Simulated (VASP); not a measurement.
A run of VASP 6.6.1:

Contents of INCAR:

```
PREC = Accurate
ENCUT = 520
EDIFF = 1E-7
ISMEAR = -1
SIGMA = 0.1
LREAL = F
LASPH = T
NELM = 60
ALGO = Normal
ISIF = 2
LWAVE = F
LCHARG = F
GGA = PS
NBANDS = 10
```

Contents of KPOINTS:

```
regular mesh
0
Gamma
  23 23 23
```

Contents of POSCAR:

```
Fe
1.0
    2.2366748955      0.0000000000      0.0000000000
    0.0000000000      2.2366748955      0.0000000000
    0.0000000000      0.0000000000      2.2366748955
Fe
1
Direct
    0.0000000000      0.0000000000      0.0000000000
```

Potentials or basis: VASP PAW PBE potentials, release 64 (Fe).

Run with:

```sh
$ cat potpaw_PBE.64/Fe/POTCAR > POTCAR
$ mpirun -np 1 vasp_std > vasp.out
```

Hardware: 1 thread of Intel Xeon 6975P-C (shared host).

Question: Estimate the wall time of this run.

Answer: It took 26 s on 1 thread of Intel Xeon 6975P-C, with other jobs on the host, peak memory 0.15 GiB. Counts: scf iterations 12, k points 364.
